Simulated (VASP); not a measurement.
SnO2:

```
Sn O
1.0
    -2.00007    2.00007    5.12368
     2.00007   -2.00007    5.12368
     2.00007    2.00007   -5.12368
Sn O
2 4
Direct
  0.75000 0.25000 0.50000
  0.00000 0.00000 0.00000
  0.79652 0.79652 0.00000
  0.95348 0.45348 0.50000
  0.20348 0.20348 0.00000
  0.54652 0.04652 0.50000
```

Base run:

| Quantity | Value |
| --- | --- |
| Program | VASP 6.6.1 |
| Functional | PBEsol |
| Potentials or basis | VASP PAW PBE potentials, release 64 (Sn_d, O) |
| Cutoff | 520 eV |
| k mesh | 6 × 6 × 6 |
| Occupations | gaussian, width 0.01 eV |
| Spin | no spin polarisation |

Its results: band gap on the k mesh 1.57 eV (least direct gap 1.94 eV); pressure 1.3 GPa; largest force 0.056 eV/Å.

Problem. The run is repeated on the same cell with these changes: functional from PBEsol to BLYP. What comes out?

Solution. Band gap on the k mesh 1.69 eV (least direct gap 2.06 eV); pressure 11.4 GPa; largest force 0.185 eV/Å.

BLYP binds less tightly than PBEsol, so the same cell stands under more pressure.

Caveats: the PAW data sets were made with another functional, which shifts forces and pressure a little; spin-orbit coupling is left out, which moves the levels of the heavy elements; the cell stands under pressure (at least some runs).

A k mesh can miss the band edges.
